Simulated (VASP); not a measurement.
A run of VASP 6.6.1 is set up as follows.

The input INCAR:

```
ALGO     = Fast           # electronic algorithm
EDIFF    = 1E-7           # SCF threshold, eV
ENCUT    = 520            # plane-wave cutoff, eV
GGA      = PE             # functional
ISIF     = 2              # what is computed and relaxed
ISMEAR   = 0              # smearing method
LASPH    = True           # aspherical terms in the spheres
LCHARG   = False          # write CHGCAR
LREAL    = False          # projectors in reciprocal space
LWAVE    = False          # write WAVECAR
NBANDS   = 22             # bands
NELM     = 80             # most SCF steps
PREC     = Accurate       # precision mode
SIGMA    = 0.15           # smearing width, eV
```

File KPOINTS:

```
k-points
0
Gamma
  10 10 10
```

POSCAR

```
Al
1.0
    3.2349246271     -3.2349246271     -3.2349246271
   -3.2349246271      3.2349246271     -3.2349246271
    3.2349246271      3.2349246271      3.2349246271
Al
8
Direct
    0.3540924274      0.3905693205     -0.2553382521
    0.5000000000      0.0000000000      0.0000000000
    0.0000000000      0.5000000000      0.0000000000
    0.0000000000      0.0000000000      0.0000000000
    0.5000000000      0.5000000000      0.5000000000
    0.5000000000      0.0000000000      0.5000000000
    0.0000000000      0.5000000000      0.5000000000
    0.0000000000      0.0000000000      0.5000000000
```

Potentials or basis: VASP PAW PBE potentials, release 64 (Al).

Command:

```bash
$ cat potpaw_PBE.64/Al/POTCAR > POTCAR
$ mpirun -np 1 vasp_std > vasp.out
```

Question: What does it give for the band gap on the k mesh?

Answer: Zero (bands 12 and 13 overlap by 3.17 eV).

Question: Estimate the largest force.

Answer: 10.981 eV/Å.

Forces on the atoms (eV/Å):
```
Al   7.687  7.842  0.000
Al   0.066  0.163 -0.048
Al   0.066  0.163  0.048
Al  -0.005  0.021  0.000
Al  -3.132 -4.156 -7.357
Al  -0.033 -0.209  0.000
Al  -1.518  0.333  0.000
Al  -3.132 -4.156  7.357
```

Caveat: the cell differs from its parent crystal (atom 1 (Al) moved by -0.944 Å along [1 0 0] and -0.708 Å along [0 1 0]); forces of over 1 eV/Å act on the atoms, so gaps and moduli don't describe the material at rest.
